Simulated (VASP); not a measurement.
# C (Fd-3m) in VASP: notebook, part 2 of 3

VASP 6.6.1.

### 3 Single point, LDA (volume scaled by 1.04)

INCAR

```
SYSTEM = C
PREC = Accurate
ENCUT = 520
EDIFF = 1E-6
ISMEAR = -1
SIGMA = 0.05
LREAL = .FALSE.
LASPH = .TRUE.
NELM = 60
ALGO = Normal
ISIF = 2
LWAVE = .FALSE.
LCHARG = .TRUE.
GGA = CA
LELF = .TRUE.
LVHAR = .TRUE.
NBANDS = 11
```

KPOINTS

```
regular mesh
0
G
  13 13 13
  0 0 0
```

POSCAR

```
C
1.0
    0.0000000000      1.7891254806      1.7891254806
    1.7891254806      0.0000000000      1.7891254806
    1.7891254806      1.7891254806      0.0000000000
C
2
Direct
    0.5000000000      0.5000000000      0.5000000000
    0.7500000000      0.7500000000      0.7500000000
```

Potentials or basis: VASP PAW LDA potentials, release 64 (C).

Started as:

```
cat potpaw_LDA.64/C/POTCAR > POTCAR
mpirun -np 1 vasp_std > vasp.out
```

OUTCAR:

```text
SYSTEM = C
   PREC = Accurate
   ENCUT = 520
   EDIFF = 1E-6
   ISMEAR = -1
   LREAL = .FALSE.
   LASPH = .TRUE.
   NELM = 60
   ISIF = 2
   GGA = CA

 ion  position               nearest neighbor table
   1  0.500  0.500  0.500-   2 1.55   2 1.55   2 1.55   2 1.55
   2  0.750  0.750  0.750-   1 1.55   1 1.55   1 1.55   1 1.55

  LATTYP: Found a face centered cubic cell.
 ALAT       =     3.5782509612

  Lattice vectors:

 A1 = (   0.0000000000,   1.7891254806,   1.7891254806)
 A2 = (   1.7891254806,   0.0000000000,   1.7891254806)
 A3 = (   1.7891254806,   1.7891254806,   0.0000000000)

Analysis of symmetry for initial positions (statically):
=====================================================================
 Subroutine PRICEL returns:
 Original cell was already a primitive cell.

 Routine SETGRP: Setting up the symmetry group for a
 face centered cubic supercell.

 Subroutine GETGRP returns: Found 48 space group operations
 (whereof 24 operations were pure point group operations)
 out of a pool of 48 trial point group operations.

The static configuration has the point symmetry T_d .
 The point group associated with its full space group is O_h .

Analysis of symmetry for dynamics (positions and initial velocities):
=====================================================================
 Subroutine PRICEL returns:
 Original cell was already a primitive cell.

 Routine SETGRP: Setting up the symmetry group for a
 face centered cubic supercell.

 Subroutine GETGRP returns: Found 48 space group operations
 (whereof 24 operations were pure point group operations)
 out of a pool of 48 trial point group operations.

The dynamic configuration has the point symmetry T_d .
 The point group associated with its full space group is O_h .

 Subroutine INISYM returns: Found 48 space group operations
 (whereof 24 operations are pure point group operations),
 and found     1 'primitive' translations

----------------------------------------------------------------------------------------

                                     Primitive cell

  volume of cell :      11.4539

  direct lattice vectors                    reciprocal lattice vectors
     0.000000000  1.789125481  1.789125481    -0.279466144  0.279466144  0.279466144
     1.789125481  0.000000000  1.789125481     0.279466144 -0.279466144  0.279466144
     1.789125481  1.789125481  0.000000000     0.279466144  0.279466144 -0.279466144

  length of vectors
     2.530205519  2.530205519  2.530205519     0.484049561  0.484049561  0.484049561

  position of ions in fractional coordinates (direct lattice)
     0.500000000  0.500000000  0.500000000
     0.750000000  0.750000000  0.750000000

  ion indices of the primitive-cell ions
   primitive index   ion index
                 1           1
                 2           2

----------------------------------------------------------------------------------------

 KPOINTS: regular mesh

Automatic generation of k-mesh.
 Grid dimensions read from file:
 generate k-points for:   13   13   13

 Generating k-lattice:

  Cartesian coordinates                     Fractional coordinates (reciprocal lattice)
    -0.021497396  0.021497396  0.021497396     0.076923077  0.000000000  0.000000000
[... 21 lines left out ...]
  0.384615  0.000000  0.000000      8.000000
[... 16 lines left out ...]
  0.384615  0.153846  0.000000     24.000000
  0.461538  0.153846  0.000000     24.000000
 [... further k-points ...]
   k-points           NKPTS =     84   k-points in BZ     NKDIM =     84   number of bands    NBANDS=     11
   number of dos      NEDOS =    301   number of ions     NIONS =      2
   total plane-waves  NPLWV =   8000
   dimension x,y,z NGX =    20 NGY =   20 NGZ =   20
   dimension x,y,z NGXF=    40 NGYF=   40 NGZF=   40
   ions per type =               2
   NGX,Y,Z   is equivalent  to a cutoff of  13.14, 13.14, 13.14 a.u.
   NGXF,Y,Z  is equivalent  to a cutoff of  26.28, 26.28, 26.28 a.u.
 SYSTEM =  C
   PREC   = accura    normal or accurate (medium, high low for compatibility)
   ISTART =      0    job   : 0-new  1-cont  2-samecut
   ICHARG =      2    charge: 1-file 2-atom 10-const
   ISPIN  =      1    spin polarized calculation?
   LNONCOLLINEAR =      F non collinear calculations
   LSORBIT =      F    spin-orbit coupling
   LASPH  =      T    aspherical Exc in radial PAW
   ENCUT  =  520.0 eV  38.22 Ry    6.18 a.u.   4.70  4.70  4.70*2*pi/ulx,y,z
   NELM   =     60;   NELMIN=  2; NELMDL= -5     # of ELM steps
   EDIFF  = 0.1E-05   stopping-criterion for ELM
   LREAL  =      F    real-space projection
   EDIFFG = 0.1E-04   stopping-criterion for IOM
   NSW    =      0    number of steps for IOM
   IBRION =     -1    ionic relax: 0-MD 1-quasi-New 2-CG
   NFREE  =      0    steps in history (QN), initial steepest desc. (CG)
   ISIF   =      2    stress and relaxation
   ISYM   =      2    0-nonsym 1-usesym 2-fastsym
   POTIM  = 0.5000    time-step for ionic-motion
   TEBEG  =    0.0;   TEEND  =   0.0 temperature during run
   PSTRESS=    0.0 pullay stress
   NELECT =       8.0000    total number of electrons
   NUPDOWN=      -1.0000    fix difference up-down
   EMIN   =  10.00;   EMAX   =-10.00  energy-range for DOS
   EFERMI =   0.00;   METHOD = LEGACY
   ISMEAR =    -1;   SIGMA  =   0.05  broadening in eV -4-tet -1-fermi 0-gaus
   EFERMI_NEDOS =   21; number of points for ismear=-14 and -15
   IALGO  =     38    algorithm
   IMIX   =      4    mixing-type and parameters
     AMIX     =   0.40;   BMIX     =  1.00
     AMIX_MAG =   1.60;   BMIX_MAG =  1.00
  volume/ion in A,a.u.               =       5.73        38.65
  Fermi-wavevector in a.u.,A,eV,Ry     =   1.452515  2.744856 28.705578  2.109800
  Thomas-Fermi vector in A             =   2.569888
   LORBIT       =      0    0 simple, 1 ext, 2 COOP (PROOUT), +10 PAW based schemes
   GGA     = CA    functional components
   LHFCALC =     F    Hartree Fock is set to
   AEXX    =    0.0000 exact exchange contribution
   IVDW    =     0    specifies the selected vdW correction
   LEPSILON=     F    determine dielectric tensor
   LRPA    =     F    only Hartree local field effects (RPA)
 non-spin polarized calculation
  energy-cutoff  :      520.00
  volume of cell :       11.45
 maximum number of plane-waves:       331
   NGX =  9   NGY =  9   NGZ =  9

 number of electron       7.9999999 magnetization

 Free energy of the ion-electron system (eV)
  ---------------------------------------------------
  ext. energy  EPLUGINS =         0.00000000
  ---------------------------------------------------
  free energy    TOTEN  =       -20.22609278 eV

  energy without entropy =      -20.22609278  energy(sigma->0) =      -20.22609278

 E-fermi :  10.4876     XC(G=0): -13.4529

 val. band max:        9.5827418232   @ k =   0.0000   0.0000   0.0000
 cond. band min:      13.6678384184   @ k =   0.3846   0.3846   0.0000
 fundamental gap:      4.0850965953
 Fermi energy:        10.4875866176

 k-point     1 :       0.0000    0.0000    0.0000
  band No.  band energies     occupation
      1     -11.6075      2.00000
      2       9.5827      2.00000
      3       9.5827      2.00000
      4       9.5827      2.00000
      5      15.0981      0.00000
      6      15.0981      0.00000
      7      15.0981      0.00000
      8      22.9194      0.00000
      9      28.4602      0.00000
     10      36.1048      0.00000
     11      36.1048      0.00000
[... 309 lines left out ...]
 k-point    24 :       0.4615    0.1538    0.0000
  band No.  band energies     occupation
      1      -6.6187      2.00000
      2      -1.5083      2.00000
      3       5.2244      2.00000
      4       5.7256      2.00000
      5      16.5693      0.00000
      6      20.0105      0.00000
      7      20.4036      0.00000
      8      23.2410      0.00000
      9      29.7421      0.00000
     10      32.4583      0.00000
     11      36.3421      0.00000

 [... further k-points ...]

------------------------ aborting loop because EDIFF is reached ----------------------------------------

  FORCE on cell =-STRESS in cart. coord.  units (eV):
  Direction    XX          YY          ZZ          XY          YZ          ZX
  --------------------------------------------------------------------------------------
  -------------------------------------------------------------------------------------
  Total       -1.1195136     -1.1195136     -1.1195136     -0.0000000      0.0000000     -0.0000000
  in kB     -156.5984807   -156.5984807   -156.5984807     -0.0000000      0.0000000     -0.0000000
  external PRESSURE =    -156.5984807 kB  Pullay stress =       0.0000000 kB

 VOLUME and BASIS-vectors are now :
 -----------------------------------------------------------------------------
  energy-cutoff  :      520.00
  volume of cell :       11.45
      direct lattice vectors                 reciprocal lattice vectors
     0.000000000  1.789125481  1.789125481    -0.279466144  0.279466144  0.279466144
     1.789125481  0.000000000  1.789125481     0.279466144 -0.279466144  0.279466144
     1.789125481  1.789125481  0.000000000     0.279466144  0.279466144 -0.279466144

 POSITION                                       TOTAL-FORCE (eV/Angst)
 -----------------------------------------------------------------------------------
      1.78913      1.78913      1.78913        -0.000000     -0.000000      0.000000
      2.68369      2.68369      2.68369         0.000000      0.000000     -0.000000
 -----------------------------------------------------------------------------------
    total drift:                                0.000000     -0.000000      0.000000

  FREE ENERGIE OF THE ION-ELECTRON SYSTEM (eV)
  ---------------------------------------------------
  free  energy   TOTEN  =       -20.2260927786 eV

  energy  without entropy=      -20.2260927786  energy(sigma->0) =      -20.22609278
```

OSZICAR:

```text
N       E                     dE             d eps       ncg     rms          rms(c)
DAV:   1    -0.138521517981E+01   -0.13852E+01   -0.47318E+03  1944   0.693E+02
DAV:   2    -0.206422415677E+02   -0.19257E+02   -0.18620E+02  2402   0.127E+02
DAV:   3    -0.210063605126E+02   -0.36412E+00   -0.36319E+00  2179   0.131E+01
DAV:   4    -0.210070261301E+02   -0.66562E-03   -0.66561E-03  2000   0.705E-01
DAV:   5    -0.210070270735E+02   -0.94337E-06   -0.94336E-06  2135   0.246E-02    0.562E+00
DAV:   6    -0.204286441980E+02    0.57838E+00   -0.30728E-01  1908   0.383E+00    0.326E+00
DAV:   7    -0.202262842629E+02    0.20236E+00   -0.36675E-01  2001   0.420E+00    0.700E-01
DAV:   8    -0.202261052088E+02    0.17905E-03   -0.91485E-03  1947   0.782E-01    0.282E-02
DAV:   9    -0.202260911379E+02    0.14071E-04   -0.34940E-05  2115   0.462E-02    0.205E-02
DAV:  10    -0.202260928552E+02   -0.17173E-05   -0.21937E-06  2015   0.121E-02    0.483E-03
DAV:  11    -0.202260927786E+02    0.76617E-07   -0.94108E-08  1014   0.233E-03
   1 F= -.20226093E+02 E0= -.20226093E+02  d E =-.378731E-10
```

stdout:

```text
POSCAR found type information on POSCAR C
 POSCAR found :  1 types and       2 ions
 scaLAPACK will be used
 LDA part: xc-table for (Slater(with rela. corr.)+CA(PZ))
 , standard interpolation
 POSCAR, INCAR and KPOINTS ok, starting setup
 FFT: planning ... GRIDC
 FFT: planning ... GRID_SOFT
 FFT: planning ... GRID
 WAVECAR not read
 entering main loop
```

Run time: 8.5 s. Hardware: 1 thread of AMD EPYC 7R43 (Zen 3), shared host; peak memory 0.08 GiB.

What came out:

* Free energy: -20.2261 eV
* Pressure: -15.7 GPa
* Band gap on the k mesh: 4.09 eV, indirect (least direct gap 5.52 eV)

 A k mesh can miss the band edges.

### 4 Single point, LDA (volume scaled by 1.08)

INCAR

```
  ALGO = Normal
  EDIFF = 1E-6
  ENCUT = 520
  GGA = CA
  ISIF = 2
  ISMEAR = -1
  LASPH = True
  LCHARG = True
  LELF = True
  LREAL = False
  LVHAR = True
  LWAVE = False
  NBANDS = 11
  NELM = 80
  PREC = Accurate
  SIGMA = 0.05
```

KPOINTS

```
k-points
0
Gamma
  13 13 13
```

POSCAR

```
C
1.0
    0.0000000000      1.8117750430      1.8117750430
    1.8117750430      0.0000000000      1.8117750430
    1.8117750430      1.8117750430      0.0000000000
C
2
Direct
    0.5000000000      0.5000000000      0.5000000000
    0.7500000000      0.7500000000      0.7500000000
```

Potentials or basis: VASP PAW LDA potentials, release 64 (C).

Started as:

```
cat potpaw_LDA.64/C/POTCAR > POTCAR
mpirun -np 1 vasp_std > vasp.out
```

OUTCAR:

```text
EDIFF = 1E-6
   ENCUT = 520
   GGA = CA
   ISIF = 2
   ISMEAR = -1
   LASPH = True
   LREAL = False
   NELM = 80
   PREC = Accurate

 ion  position               nearest neighbor table
   1  0.500  0.500  0.500-   2 1.57   2 1.57   2 1.57   2 1.57
   2  0.750  0.750  0.750-   1 1.57   1 1.57   1 1.57   1 1.57

  LATTYP: Found a face centered cubic cell.
 ALAT       =     3.6235500860

  Lattice vectors:

 A1 = (   0.0000000000,   1.8117750430,   1.8117750430)
 A2 = (   1.8117750430,   0.0000000000,   1.8117750430)
 A3 = (   1.8117750430,   1.8117750430,   0.0000000000)

Analysis of symmetry for initial positions (statically):
=====================================================================
 Subroutine PRICEL returns:
 Original cell was already a primitive cell.

 Routine SETGRP: Setting up the symmetry group for a
 face centered cubic supercell.

 Subroutine GETGRP returns: Found 48 space group operations
 (whereof 24 operations were pure point group operations)
 out of a pool of 48 trial point group operations.

The static configuration has the point symmetry T_d .
 The point group associated with its full space group is O_h .

[... 170 lines left out ...]
      2       9.0421      2.00000
      3       9.0421      2.00000
      4       9.0421      2.00000
      5      14.4516      0.00000
      6      14.4516      0.00000
      7      14.4516      0.00000
      8      21.5334      0.00000
      9      27.4370      0.00000
     10      35.1494      0.00000
     11      35.1494      0.00000
[... 309 lines left out ...]
 k-point    24 :       0.4615    0.1538    0.0000
  band No.  band energies     occupation
      1      -6.8110      2.00000
      2      -1.7518      2.00000
      3       4.8005      2.00000
      4       5.3239      2.00000
      5      15.8762      0.00000
      6      19.2109      0.00000
      7      19.3946      0.00000
      8      22.3394      0.00000
      9      28.7465      0.00000
     10      31.2456      0.00000
     11      35.2658      0.00000

 [... further k-points ...]

------------------------ aborting loop because EDIFF is reached ----------------------------------------

  FORCE on cell =-STRESS in cart. coord.  units (eV):
  Direction    XX          YY          ZZ          XY          YZ          ZX
  --------------------------------------------------------------------------------------
  -------------------------------------------------------------------------------------
  Total       -2.2276697     -2.2276697     -2.2276697      0.0000000      0.0000000      0.0000000
  in kB     -300.0672317   -300.0672317   -300.0672317      0.0000000      0.0000000      0.0000000
  external PRESSURE =    -300.0672317 kB  Pullay stress =       0.0000000 kB

 VOLUME and BASIS-vectors are now :
 -----------------------------------------------------------------------------
  energy-cutoff  :      520.00
  volume of cell :       11.89
      direct lattice vectors                 reciprocal lattice vectors
     0.000000000  1.811775043  1.811775043    -0.275972451  0.275972451  0.275972451
     1.811775043  0.000000000  1.811775043     0.275972451 -0.275972451  0.275972451
     1.811775043  1.811775043  0.000000000     0.275972451  0.275972451 -0.275972451

 POSITION                                       TOTAL-FORCE (eV/Angst)
 -----------------------------------------------------------------------------------
      1.81178      1.81178      1.81178         0.000000      0.000000     -0.000000
      2.71766      2.71766      2.71766        -0.000000     -0.000000      0.000000
 -----------------------------------------------------------------------------------
    total drift:                                0.000000     -0.000000      0.000000

  FREE ENERGIE OF THE ION-ELECTRON SYSTEM (eV)
  ---------------------------------------------------
  free  energy   TOTEN  =       -20.1635236326 eV

  energy  without entropy=      -20.1635236326  energy(sigma->0) =      -20.16352363
```

It took 8.7 s on 1 thread of AMD EPYC 7R43 (Zen 3), shared host; peak memory 0.08 GiB.

What came out:

* Free energy: -20.1635 eV
* Pressure: -30.0 GPa
* Band gap on the k mesh: 4.00 eV, indirect (least direct gap 5.41 eV)

Levels at points of the mesh, in eV from the valence-band top:
```tsv
k point	band 2	band 3	band 4	band 5	band 6	band 7
(0.00, 0.00, 0.00)	0.00	0.00	0.00	5.41	5.41	5.41
```

 A k mesh can miss the band edges.

[end of part 2 of 3]
